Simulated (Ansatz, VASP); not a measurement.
# Two plane-wave programs on C

```
C
1.0
     0.00000    1.78580    1.78580
     1.78580    0.00000    1.78580
     1.78580    1.78580    0.00000
C
2
Direct
  0.00000 0.00000 0.00000
  0.25000 0.25000 0.25000
```

Alike in both runs: task single point; functional PBE; k mesh 12 × 12 × 12; occupations gaussian, width 0.02 eV; no spin polarisation.

```csv
,VASP,Ansatz
version,VASP 6.6.1,Ansatz 0.2.0
potentials or method,"VASP PAW PBE potentials, release 64 (C), cutoff 600 eV","scalar-relativistic, plane waves, PAW"
valence electrons in the cell,8,8
```

Ansatz gave:

```
gap on the k mesh at the Fermi level (eV) : 4.15
least direct gap on the mesh (eV)         : 5.58
```

Problem. Estimate VASP's values.

Solution. gap on the k mesh at the Fermi level (eV): 4.14; least direct gap on the mesh (eV): 5.58.

The functional is the same, so the differences come from potentials, cutoffs and numerics.
